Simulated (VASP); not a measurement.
# ZrSiB (P4/nmm) in VASP: density of states with PBE

Aim: the density of states of ZrSiB with PBE.

Program: VASP 6.6.1. These are calculated values, not measurements. Logs are shortened: lines on timing, memory, paths and dates and some standing lists are left out, and cuts for length are marked.

## Step 1: The cell of the first run

It takes space group P4/nmm (No. 129, tetragonal). The conventional cell has a = 3.535 Å, b = 3.535 Å, c = 7.964 Å, α = 90.00°, β = 90.00°, γ = 90.00°. Within 3.5 Å of Zr (site symmetry 4mm) lie 5 B at 2.64 to 2.83 Å and 4 Si at 2.78 Å. B (site symmetry 4mm) has 5 Zr at 2.64 to 2.83 Å and 4 B at 3.20 Å and 4 Si at 3.47 Å within 3.5 Å. Within 3.3 Å of Si (site symmetry -4m2) lie 4 Si at 2.50 Å and 4 Zr at 2.78 Å.

## Step 2: Density of states, PBE

POSCAR reads:

```
ZrSiB
1.0
    3.5350680000      0.0000000000      0.0000000000
    0.0000000000      3.5350680000      0.0000000000
    0.0000000000      0.0000000000      7.9639460000
Zr B Si
2 2 2
Direct
    0.0000000000      0.5000000000      0.2700000000
    0.5000000000      0.0000000000      0.7300000000
    0.0000000000      0.5000000000      0.6250000000
    0.5000000000      0.0000000000      0.3750000000
    0.0000000000      0.0000000000      0.0000000000
    0.5000000000      0.5000000000      0.0000000000
```

INCAR.step1 reads:

```
SYSTEM = ZrSiB
PREC = Accurate
ENCUT = 520
EDIFF = 1E-7
ISMEAR = 1
SIGMA = 0.047
LREAL = .FALSE.
LASPH = .TRUE.
NELM = 60
ALGO = Normal
ISIF = 2
LWAVE = .FALSE.
LCHARG = .TRUE.
LMAXMIX = 4
GGA = PE
NBANDS = 28
```

KPOINTS.step1 reads:

```
regular mesh
0
G
  7 7 4
  0 0 0
```

INCAR.step2 reads:

```
SYSTEM = ZrSiB
PREC = Accurate
ENCUT = 520
EDIFF = 1E-7
ISMEAR = -5
SIGMA = 0.047
LREAL = .FALSE.
LASPH = .TRUE.
NELM = 60
ALGO = Normal
ISIF = 2
LWAVE = .FALSE.
LCHARG = .FALSE.
LMAXMIX = 4
GGA = PE
LORBIT = 11
NBANDS = 28
NEDOS = 1001
ICHARG = 11
```

KPOINTS.step2 reads:

```
regular mesh
0
G
  11 11 6
  0 0 0
```

Potentials or basis: VASP PAW PBE potentials, release 64 (Zr_sv, B, Si).

Command:

```
$ cat potpaw_PBE.64/Zr_sv/POTCAR potpaw_PBE.64/B/POTCAR potpaw_PBE.64/Si/POTCAR > POTCAR
$ cp INCAR.step1 INCAR
$ cp KPOINTS.step1 KPOINTS
$ mpirun -np 1 vasp_std > vasp.out
$ cp INCAR.step2 INCAR
$ cp KPOINTS.step2 KPOINTS
$ mpirun -np 1 vasp_std > vasp.out
```

OUTCAR:

```text
SYSTEM = ZrSiB
   PREC = Accurate
   ENCUT = 520
   EDIFF = 1E-7
   ISMEAR = -5
   LREAL = .FALSE.
   LASPH = .TRUE.
   NELM = 60
   ISIF = 2
   GGA = PE
   LORBIT = 11
   ICHARG = 11

 ion  position               nearest neighbor table
   1  0.000  0.500  0.270-   4 2.64   4 2.64   4 2.64   4 2.64   5 2.78   6 2.78   6 2.78   5 2.78
                             3 2.83
   2  0.500  0.000  0.730-   3 2.64   3 2.64   3 2.64   3 2.64   6 2.78   6 2.78   5 2.78   5 2.78
                             4 2.83
   3  0.000  0.500  0.625-   2 2.64   2 2.64   2 2.64   2 2.64   1 2.83
   4  0.500  0.000  0.375-   1 2.64   1 2.64   1 2.64   1 2.64   2 2.83
   5  0.000  0.000  0.000-   6 2.50   6 2.50   6 2.50   6 2.50   2 2.78   2 2.78   1 2.78   1 2.78

   6  0.500  0.500  0.000-   5 2.50   5 2.50   5 2.50   5 2.50   2 2.78   1 2.78   1 2.78   2 2.78

  LATTYP: Found a simple tetragonal cell.
 ALAT       =     3.5350680000
 C/A-ratio  =     2.2528409637

  Lattice vectors:

 A1 = (   3.5350680000,   0.0000000000,   0.0000000000)
 A2 = (   0.0000000000,   3.5350680000,   0.0000000000)
 A3 = (   0.0000000000,   0.0000000000,   7.9639460000)

Analysis of symmetry for initial positions (statically):
=====================================================================
 Subroutine PRICEL returns:
 Original cell was already a primitive cell.

 Routine SETGRP: Setting up the symmetry group for a
 simple tetragonal supercell.

 Subroutine GETGRP returns: Found 16 space group operations
 (whereof  8 operations were pure point group operations)
 out of a pool of 16 trial point group operations.

The static configuration has the point symmetry D_2d.
 The point group associated with its full space group is D_4h.

Analysis of symmetry for dynamics (positions and initial velocities):
=====================================================================
 Subroutine PRICEL returns:
 Original cell was already a primitive cell.

 Routine SETGRP: Setting up the symmetry group for a
 simple tetragonal supercell.

 Subroutine GETGRP returns: Found 16 space group operations
 (whereof  8 operations were pure point group operations)
 out of a pool of 16 trial point group operations.

The dynamic configuration has the point symmetry D_2d.
 The point group associated with its full space group is D_4h.

 Subroutine INISYM returns: Found 16 space group operations
 (whereof  8 operations are pure point group operations),
 and found     1 'primitive' translations

----------------------------------------------------------------------------------------

                                     Primitive cell

  volume of cell :      99.5231

  direct lattice vectors                    reciprocal lattice vectors
     3.535068000  0.000000000  0.000000000     0.282879990  0.000000000  0.000000000
     0.000000000  3.535068000  0.000000000     0.000000000  0.282879990  0.000000000
     0.000000000  0.000000000  7.963946000     0.000000000  0.000000000  0.125565894

  length of vectors
     3.535068000  3.535068000  7.963946000     0.282879990  0.282879990  0.125565894

  position of ions in fractional coordinates (direct lattice)
     0.000000000  0.500000000  0.270000000
     0.500000000  0.000000000  0.730000000
     0.000000000  0.500000000  0.625000000
     0.500000000  0.000000000  0.375000000
     0.000000000  0.000000000  0.000000000
     0.500000000  0.500000000  0.000000000

  ion indices of the primitive-cell ions
   primitive index   ion index
                 1           1
                 2           2
                 3           3
                 4           4
                 5           5
                 6           6

----------------------------------------------------------------------------------------

 KPOINTS: regular mesh

Automatic generation of k-mesh.
 Grid dimensions read from file:
 generate k-points for:   11   11    6

 Generating k-lattice:

  Cartesian coordinates                     Fractional coordinates (reciprocal lattice)
     0.025716363  0.000000000  0.000000000     0.090909091  0.000000000  0.000000000
     0.000000000  0.025716363  0.000000000     0.000000000  0.090909091  0.000000000
     0.000000000  0.000000000  0.020927649     0.000000000  0.000000000  0.166666667

  Length of vectors
     0.025716363  0.025716363  0.020927649

  Shift w.r.t. Gamma in fractional coordinates (k-lattice)
     0.000000000  0.000000000  0.000000000

 TETIRR: Found   1083 inequivalent tetrahedra from     4356

 Subroutine IBZKPT returns following result:
 ===========================================

 Found     84 irreducible k-points:

 Following reciprocal coordinates:
            Coordinates               Weight
  0.000000  0.000000  0.000000      1.000000
  0.090909  0.000000  0.000000      4.000000
  0.181818  0.000000  0.000000      4.000000
  0.272727  0.000000  0.000000      4.000000
  0.363636  0.000000  0.000000      4.000000
  0.454545  0.000000  0.000000      4.000000
[... 16 lines left out ...]
  0.090909  0.000000  0.166667      8.000000
  0.181818  0.000000  0.166667      8.000000
 [... further k-points ...]
   k-points           NKPTS =     84   k-points in BZ     NKDIM =     84   number of bands    NBANDS=     28
   number of dos      NEDOS =   1001   number of ions     NIONS =      6
   total plane-waves  NPLWV =  47040
   dimension x,y,z NGX =    28 NGY =   28 NGZ =   60
   dimension x,y,z NGXF=    56 NGYF=   56 NGZF=  120
   ions per type =               2   2   2
   NGX,Y,Z   is equivalent  to a cutoff of  13.17, 13.17, 12.52 a.u.
   NGXF,Y,Z  is equivalent  to a cutoff of  26.34, 26.34, 25.05 a.u.
 SYSTEM =  ZrSiB
   PREC   = accura    normal or accurate (medium, high low for compatibility)
   ISTART =      0    job   : 0-new  1-cont  2-samecut
   ICHARG =     11    charge: 1-file 2-atom 10-const
   ISPIN  =      1    spin polarized calculation?
   LNONCOLLINEAR =      F non collinear calculations
   LSORBIT =      F    spin-orbit coupling
   LASPH  =      T    aspherical Exc in radial PAW
   ENCUT  =  520.0 eV  38.22 Ry    6.18 a.u.   6.57  6.57 14.81*2*pi/ulx,y,z
   NELM   =     60;   NELMIN=  2; NELMDL=  0     # of ELM steps
   EDIFF  = 0.1E-06   stopping-criterion for ELM
   LREAL  =      F    real-space projection
   EDIFFG = 0.1E-05   stopping-criterion for IOM
   NSW    =      0    number of steps for IOM
   IBRION =     -1    ionic relax: 0-MD 1-quasi-New 2-CG
   NFREE  =      0    steps in history (QN), initial steepest desc. (CG)
   ISIF   =      2    stress and relaxation
   ISYM   =      2    0-nonsym 1-usesym 2-fastsym
   POTIM  = 0.5000    time-step for ionic-motion
   TEBEG  =    0.0;   TEEND  =   0.0 temperature during run
   PSTRESS=    0.0 pullay stress
   NELECT =      38.0000    total number of electrons
   NUPDOWN=      -1.0000    fix difference up-down
   EMIN   =  10.00;   EMAX   =-10.00  energy-range for DOS
   EFERMI =   0.00;   METHOD = LEGACY
   ISMEAR =    -5;   SIGMA  =   0.05  broadening in eV -4-tet -1-fermi 0-gaus
   EFERMI_NEDOS =   21; number of points for ismear=-14 and -15
   IALGO  =     38    algorithm
   IMIX   =      4    mixing-type and parameters
     AMIX     =   0.40;   BMIX     =  1.00
     AMIX_MAG =   1.60;   BMIX_MAG =  1.00
  volume/ion in A,a.u.               =      16.59       111.94
  Fermi-wavevector in a.u.,A,eV,Ry     =   1.187667  2.244365 19.191742  1.410553
  Thomas-Fermi vector in A             =   2.323813
   LORBIT       =     11    0 simple, 1 ext, 2 COOP (PROOUT), +10 PAW based schemes
   GGA     = PE    functional components
   LHFCALC =     F    Hartree Fock is set to
   AEXX    =    0.0000 exact exchange contribution
   IVDW    =     0    specifies the selected vdW correction
   LEPSILON=     F    determine dielectric tensor
   LRPA    =     F    only Hartree local field effects (RPA)
 non-spin polarized calculation
 Fermi weights with tetrahedron method with Bloechl corrections
  energy-cutoff  :      520.00
  volume of cell :       99.52
 maximum number of plane-waves:      2709
 NGX is ok and might be reduce to    28

 number of electron      38.0000000 magnetization

 Free energy of the ion-electron system (eV)
  ---------------------------------------------------
  ext. energy  EPLUGINS =         0.00000000
  ---------------------------------------------------
  free energy    TOTEN  =       -39.60067100 eV

  energy without entropy =      -39.60067100  energy(sigma->0) =      -39.60067100

 E-fermi :   7.1533     XC(G=0): -10.7968

 val. band max:        7.1912518899   @ k =   0.4545   0.4545   0.5000
 cond. band min:       7.0946265877   @ k =   0.4545   0.0909   0.0000
 fundamental gap:     -0.0966253022
 Fermi energy:         7.1532922804

 k-point     1 :       0.0000    0.0000    0.0000
  band No.  band energies     occupation
      1     -41.1944      2.00000
      2     -41.1929      2.00000
      3     -19.4059      2.00000
      4     -19.3572      2.00000
      5     -19.0938      2.00000
      6     -19.0938      2.00000
[... 20 lines left out ...]
     27      10.4285      0.00000
     28      10.4994      0.00000

 k-point     2 :       0.0909    0.0000    0.0000
  band No.  band energies     occupation
      1     -41.1933      2.00000
      2     -41.1918      2.00000
      3     -19.4026      2.00000
      4     -19.3559      2.00000
      5     -19.1120      2.00000
      6     -19.1070      2.00000
[... 20 lines left out ...]
     27      10.5708      0.00000
     28      11.3108      0.00000

 k-point     3 :       0.1818    0.0000    0.0000
  band No.  band energies     occupation
      1     -41.1901      2.00000
      2     -41.1888      2.00000
      3     -19.3935      2.00000
      4     -19.3527      2.00000
      5     -19.1605      2.00000
      6     -19.1564      2.00000
[... 20 lines left out ...]
     27      10.8548      0.00000
     28      12.0316      0.00000

 k-point     4 :       0.2727    0.0000    0.0000
  band No.  band energies     occupation
      1     -41.1859      2.00000
      2     -41.1850      2.00000
      3     -19.3809      2.00000
      4     -19.3493      2.00000
      5     -19.2232      2.00000
      6     -19.2203      2.00000
[... 20 lines left out ...]
     27      11.4402      0.00000
     28      11.6444      0.00000

 k-point     5 :       0.3636    0.0000    0.0000
  band No.  band energies     occupation
      1     -41.1821      2.00000
      2     -41.1814      2.00000
      3     -19.3676      2.00000
      4     -19.3478      2.00000
      5     -19.2799      2.00000
      6     -19.2784      2.00000
[... 20 lines left out ...]
     27      11.2989      0.00000
     28      11.4639      0.00000

 k-point     6 :       0.4545    0.0000    0.0000
  band No.  band energies     occupation
      1     -41.1796      2.00000
      2     -41.1794      2.00000
      3     -19.3568      2.00000
      4     -19.3501      2.00000
      5     -19.3130      2.00000
      6     -19.3127      2.00000
[... 463 lines left out ...]
      5     -19.2870      2.00000
      6     -19.2867      2.00000
[... 20 lines left out ...]
     27      11.9969      0.00000
     28      12.0770      0.00000

 k-point    22 :       0.0000    0.0000    0.1667
  band No.  band energies     occupation
      1     -41.1944      2.00000
      2     -41.1930      2.00000
      3     -19.4027      2.00000
      4     -19.3604      2.00000
      5     -19.0936      2.00000
      6     -19.0936      2.00000
[... 20 lines left out ...]
     27      10.3321      0.00000
     28      10.4851      0.00000

 k-point    23 :       0.0909    0.0000    0.1667
  band No.  band energies     occupation
      1     -41.1932      2.00000
      2     -41.1919      2.00000
      3     -19.3996      2.00000
      4     -19.3590      2.00000
      5     -19.1118      2.00000
      6     -19.1072      2.00000
[... 20 lines left out ...]
     27      10.5895      0.00000
     28      11.2720      0.00000

 k-point    24 :       0.1818    0.0000    0.1667
  band No.  band energies     occupation
      1     -41.1900      2.00000
      2     -41.1889      2.00000
      3     -19.3909      2.00000
      4     -19.3554      2.00000
      5     -19.1603      2.00000
      6     -19.1565      2.00000
[... 20 lines left out ...]
     27      10.8956      0.00000
     28      11.8065      0.00000

 [... further k-points ...]
[... 5 lines left out ...]
  --------------------------------------------------------------------------------------
  -------------------------------------------------------------------------------------
  Total       -5.0021537     -5.0021537     -4.7817535      0.0000000      0.0000000      0.0000000
  in kB      -80.5274154    -80.5274154    -76.9792923      0.0000000      0.0000000      0.0000000
  external PRESSURE =     -79.3447077 kB  Pullay stress =       0.0000000 kB

 VOLUME and BASIS-vectors are now :
 -----------------------------------------------------------------------------
  energy-cutoff  :      520.00
  volume of cell :       99.52
      direct lattice vectors                 reciprocal lattice vectors
     3.535068000  0.000000000  0.000000000     0.282879990  0.000000000  0.000000000
     0.000000000  3.535068000  0.000000000     0.000000000  0.282879990  0.000000000
     0.000000000  0.000000000  7.963946000     0.000000000  0.000000000  0.125565894

 POSITION                                       TOTAL-FORCE (eV/Angst)
 -----------------------------------------------------------------------------------
      0.00000      1.76753      2.15027        -0.000000      0.000000      3.116712
      1.76753      0.00000      5.81368         0.000000      0.000000     -3.116712
      0.00000      1.76753      4.97747        -0.000000      0.000000      1.266221
      1.76753      0.00000      2.98648        -0.000000      0.000000     -1.266221
      0.00000      0.00000      0.00000         0.000000      0.000000      0.000000
      1.76753      1.76753      0.00000        -0.000000      0.000000      0.000000
 -----------------------------------------------------------------------------------
    total drift:                                0.000000      0.000000     -0.000000

  FREE ENERGIE OF THE ION-ELECTRON SYSTEM (eV)
  ---------------------------------------------------
  free  energy   TOTEN  =       -39.6006709978 eV

  energy  without entropy=      -39.6006709978  energy(sigma->0) =      -39.60067100

 total charge

# of ion       s       p       d       tot
------------------------------------------
    1        2.162   5.979   1.632   9.772
    2        2.162   5.979   1.632   9.772
    3        0.770   0.760   0.000   1.530
    4        0.770   0.760   0.000   1.530
    5        0.761   0.903   0.000   1.663
    6        0.761   0.903   0.000   1.663
--------------------------------------------------
tot          7.386  15.282   3.263  25.931
```

It took 5.5 min on 1 thread of Intel Xeon 8259CL, shared host; peak memory 0.35 GiB.

Results:

| Item | Value |
| --- | --- |
| Valence electrons inside the program's atomic spheres | Zr 9.77; B 1.53; Si 1.66 |

Levels at points of the mesh, in eV from the Fermi level:
```csv
k point,band 15,band 16,band 17,band 18,band 19,band 20,band 21,band 22,band 23,band 24
"(0.00, 0.00, 0.00)",-2.15,-2.09,-0.82,0.54,0.54,1.22,1.61,1.61,2.31,3.13
"(0.00, 0.00, 0.50)",-2.02,-1.38,-0.97,0.17,0.17,1.84,2.29,2.29,2.62,3.03
```

Caveat: tetrahedron occupations give inexact forces and stress in metals.
